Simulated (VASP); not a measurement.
# Li27H26 (a cell with a defect) in VASP: a series of runs, part 2 of 2

VASP 6.6.1. The steps go on from the part before.

## (3) Single point, PBE, collinear spin (atoms taken out, then relaxed in part)

INCAR

```
SYSTEM = Li27H26
PREC     = Accurate       ! precision mode
ENCUT    = 520            ! plane-wave cutoff, eV
EDIFF    = 1E-6           ! SCF threshold, eV
ISMEAR   = 0              ! smearing method
SIGMA    = 0.01           ! smearing width, eV
LREAL    = Auto         
LASPH    = .TRUE.         ! aspherical terms in the spheres
NELM     = 150            ! most SCF steps
ALGO     = Normal         ! electronic algorithm
ISIF     = 2              ! what is computed and relaxed
LWAVE    = .FALSE.        ! write WAVECAR
LCHARG   = .FALSE.        ! write CHGCAR
ISPIN    = 2              ! spin polarisation
MAGMOM   = 0.167 0.167 0 0 0.167 0 0 0 0 0 0 0 0 0 0 0 0 0 0.167 0 0 0.167 0.167 0 0 0 0 0 0 0 0 0 0 0 0 0 0 0 0 0 0 0 0 0 0 0 0 0 0 0 0 0 0 ! initial moments
LORBIT   = 11             ! projections on sites
GGA      = PE             ! functional
NBANDS   = 90             ! bands
```

KPOINTS

```
regular mesh
0
G
  1 1 1
  0 0 0
```

POSCAR

```
Li27H26
1.0
    0.0000000000      6.0106500781     -6.0106500781
    6.0106500781      6.0106500781      0.0000000000
    6.0106500781      0.0000000000     -6.0106500781
Li H
27 26
Direct
    0.6706761375      0.3293238625      0.3293238625
    0.6706761375      0.6706761375      0.3293238625
    0.6666962526      1.0000000000      0.3333037474
    0.3336086018      0.3336086018      0.3336086018
    0.3293238625      0.6706761375      0.3293238625
    0.3336086018     -0.0008258055      0.3336086018
    0.9991741945      0.3336086018      0.3336086018
    1.0000000000      0.6666962526      0.3333037474
    1.0000000000      0.0000000000      0.3333037474
    0.6666962526      0.3333037474      0.0000000000
    0.6663913982      0.6663913982      0.0008258055
    0.6666962526      0.0000000000      0.0000000000
    0.3336086018      0.3336086018     -0.0008258055
    0.3333037474      0.6666962526      0.0000000000
    0.3333037474      0.0000000000      0.0000000000
    1.0000000000      0.3333037474      0.0000000000
    1.0000000000      0.6666962526      0.0000000000
    1.0000000000      0.0000000000      0.0000000000
    0.6706761375      0.3293238625      0.6706761375
    0.6663913982      0.6663913982      0.6663913982
    0.6663913982      0.0008258055      0.6663913982
    0.3293238625      0.3293238625      0.6706761375
    0.3293238625      0.6706761375      0.6706761375
    0.3333037474      0.0000000000      0.6666962526
    1.0000000000      0.3333037474      0.6666962526
    1.0008258055      0.6663913982      0.6663913982
    1.0000000000      0.0000000000      0.6666962526
    0.5000000000      0.8333835400      0.5000000000
    0.5000000000      0.1666164600      0.5000000000
    0.1666164600      0.5000000000      0.5000000000
    0.1666164600      0.8333835400      0.5000000000
    0.1665886846      0.1665886846      0.5002339461
    0.8333835400      0.5000000000      0.5000000000
    0.8334113154      0.8334113154      0.4997660539
    0.8333835400      0.1666164600      0.5000000000
    0.5000000000      0.5000000000      0.1666164600
    0.5000000000      0.8333835400      0.1666164600
    0.5002339461      0.1665886846      0.1665886846
    0.1665886846      0.5002339461      0.1665886846
    0.1661092387      0.8338907613      0.1661092387
    0.1665886846      0.1665886846      0.1665886846
    0.8333835400      0.5000000000      0.1666164600
    0.8338907613      0.8338907613      0.1661092387
    0.8338907613      0.1661092387      0.1661092387
    0.5000000000      0.5000000000      0.8333835400
    0.4997660539      0.8334113154      0.8334113154
    0.5000000000      0.1666164600      0.8333835400
    0.1666164600      0.5000000000      0.8333835400
    0.1661092387      0.8338907613      0.8338907613
    0.1661092387      0.1661092387      0.8338907613
    0.8334113154      0.4997660539      0.8334113154
    0.8334113154      0.8334113154      0.8334113154
    0.8338907613      0.1661092387      0.8338907613
```

Potentials or basis: VASP PAW PBE potentials, release 64 (Li_sv, H).

Launch:

```
> cat potpaw_PBE.64/Li_sv/POTCAR potpaw_PBE.64/H/POTCAR > POTCAR
> mpirun -np 1 vasp_gam > vasp.out
```

Run time: 2.1 min. Hardware: 1 thread of AMD EPYC 9R45 (Zen 5), shared host; peak memory 0.68 GiB.

Results (log left out):

| Property | Result |
| --- | --- |
| Free energy | -161.5509 eV |
| Largest force | 0.015 eV/Å |
| Band gap on the k mesh | 1.40 eV |
| Net moment | 1.00 μB per cell |
| Valence electrons inside the program's atomic spheres | Li 2.08; H 0.54, 0.55 (each value once) |

Forces in eV/Å, atoms in the order of the input:
```
Li   0.002  0.000  0.000
Li   0.000 -0.002  0.000
Li   0.005 -0.005  0.000
Li   0.008  0.008 -0.008
Li   0.000  0.000 -0.002
Li  -0.008 -0.008 -0.008
Li   0.008 -0.008  0.008
Li   0.000 -0.005 -0.005
Li   0.005  0.000 -0.005
Li   0.005  0.000  0.005
Li   0.008 -0.008 -0.008
Li   0.000 -0.005  0.005
Li  -0.008  0.008  0.008
Li  -0.005  0.000 -0.005
Li   0.000  0.005 -0.005
Li   0.005  0.005  0.000
Li  -0.005 -0.005  0.000
Li   0.000  0.000  0.000
Li   0.000  0.000  0.002
Li  -0.008 -0.008  0.008
Li   0.008  0.008  0.008
Li   0.000  0.002  0.000
Li  -0.002  0.000  0.000
Li  -0.005  0.005  0.000
Li   0.000  0.005  0.005
Li  -0.008  0.008 -0.008
Li  -0.005  0.000  0.005
H    0.003  0.003  0.000
H   -0.003 -0.003  0.000
H    0.000 -0.003  0.003
H    0.003  0.000  0.003
H    0.004 -0.004 -0.004
H    0.000  0.003 -0.003
H   -0.004  0.004  0.004
H   -0.003  0.000 -0.003
H   -0.003  0.000  0.003
H    0.000  0.003  0.003
H   -0.004  0.004 -0.004
H    0.004  0.004  0.004
H    0.000  0.000 -0.004
H   -0.004 -0.004  0.004
H   -0.003  0.003  0.000
H    0.000 -0.004  0.000
H    0.004  0.000  0.000
H    0.003  0.000 -0.003
H    0.004 -0.004  0.004
H    0.000 -0.003 -0.003
H    0.003 -0.003  0.000
H   -0.004  0.000  0.000
H    0.000  0.004  0.000
H   -0.004 -0.004 -0.004
H    0.004  0.004 -0.004
H    0.000  0.000  0.004
```

Levels at points of the mesh, in eV from the valence-band top:
Spin up:
```
           k point  band 52  band 53  band 54  band 55  band 56  band 57
(0.00, 0.00, 0.00)    -2.97    -2.97     0.00     3.08     3.08     3.08
```
Spin down:
```csv
k point,band 50,band 51,band 52,band 53,band 54,band 55,band 56,band 57
"(0.00, 0.00, 0.00)",-2.97,-2.95,-2.95,-2.95,1.40,3.08,3.08,3.08
```

Caveat: the k points lie up to 0.91 Å⁻¹ apart; the cell differs from its parent crystal (atoms taken out, then relaxed in part).

## (4) Single point, PBE, collinear spin (atoms taken out, then relaxed in part)

INCAR

```
ALGO = Normal
EDIFF = 1E-6
ENCUT = 520
GGA = PE
ISIF = 2
ISMEAR = 0
ISPIN = 2
LASPH = True
LCHARG = False
LORBIT = 11
LREAL = Auto
LWAVE = False
MAGMOM = 0.5 0.5 0 0 0.5 0 0 0 0 0 0 0 0 0 0 0 0 0 0.5 0 0 0.5 0.5 0 0 0 0 0 0 0 0 0 0 0 0 0 0 0 0 0 0 0 0 0 0 0 0 0 0 0 0 0 0
NBANDS = 90
NELM = 150
PREC = Accurate
SIGMA = 0.01
```

KPOINTS

```
k-points
0
Gamma
  1 1 1
```

POSCAR is that of step 3.

Launch:

```
> cat potpaw_PBE.64/Li_sv/POTCAR potpaw_PBE.64/H/POTCAR > POTCAR
> mpirun -np 1 vasp_gam > vasp.out
```

Wall time 1.8 min (1 thread of AMD EPYC 9R45 (Zen 5), shared host); peak memory 0.7 GiB.

It converged, with:

```yaml
Free_energy: -161.5509 eV
Largest_force: 0.015 eV/Å
Band_gap_on_the_k_mesh: 1.40 eV
Net_moment: 1.00 μB per cell
Valence_electrons_inside_the_program's_atomic_spheres: Li 2.08; H 0.54, 0.55 (each value once)
```

Forces in eV/Å, atoms in the order of the input:
```
Li   0.002  0.000  0.000
Li   0.000 -0.002  0.000
Li   0.005 -0.005  0.000
Li   0.008  0.008 -0.008
Li   0.000  0.000 -0.002
Li  -0.008 -0.008 -0.008
Li   0.008 -0.008  0.008
Li   0.000 -0.005 -0.005
Li   0.005  0.000 -0.005
Li   0.005  0.000  0.005
Li   0.008 -0.008 -0.008
Li   0.000 -0.005  0.005
Li  -0.008  0.008  0.008
Li  -0.005  0.000 -0.005
Li   0.000  0.005 -0.005
Li   0.005  0.005  0.000
Li  -0.005 -0.005  0.000
Li   0.000  0.000  0.000
Li   0.000  0.000  0.002
Li  -0.008 -0.008  0.008
Li   0.008  0.008  0.008
Li   0.000  0.002  0.000
Li  -0.002  0.000  0.000
Li  -0.005  0.005  0.000
Li   0.000  0.005  0.005
Li  -0.008  0.008 -0.008
Li  -0.005  0.000  0.005
H    0.003  0.003  0.000
H   -0.003 -0.003  0.000
H    0.000 -0.003  0.003
H    0.003  0.000  0.003
H    0.004 -0.004 -0.004
H    0.000  0.003 -0.003
H   -0.004  0.004  0.004
H   -0.003  0.000 -0.003
H   -0.003  0.000  0.003
H    0.000  0.003  0.003
H   -0.004  0.004 -0.004
H    0.004  0.004  0.004
H    0.000  0.000 -0.004
H   -0.004 -0.004  0.004
H   -0.003  0.003  0.000
H    0.000 -0.004  0.000
H    0.004  0.000  0.000
H    0.003  0.000 -0.003
H    0.004 -0.004  0.004
H    0.000 -0.003 -0.003
H    0.003 -0.003  0.000
H   -0.004  0.000  0.000
H    0.000  0.004  0.000
H   -0.004 -0.004 -0.004
H    0.004  0.004 -0.004
H    0.000  0.000  0.004
```

Levels at points of the mesh, in eV from the valence-band top:
Spin up:
| k point | band 50 | band 51 | band 52 | band 53 | band 54 | band 55 | band 56 | band 57 | band 58 | band 59 |
| --- | --- | --- | --- | --- | --- | --- | --- | --- | --- | --- |
| (0.00, 0.00, 0.00) | -2.98 | -2.97 | -2.97 | -2.97 | 0.00 | 3.08 | 3.08 | 3.08 | 3.14 | 3.14 |
Spin down:
| k point | band 51 | band 52 | band 53 | band 54 | band 55 | band 56 |
| --- | --- | --- | --- | --- | --- | --- |
| (0.00, 0.00, 0.00) | -2.95 | -2.95 | -2.95 | 1.40 | 3.08 | 3.08 |

Caveat: the k points lie up to 0.91 Å⁻¹ apart; the cell differs from its parent crystal (atoms taken out, then relaxed in part).
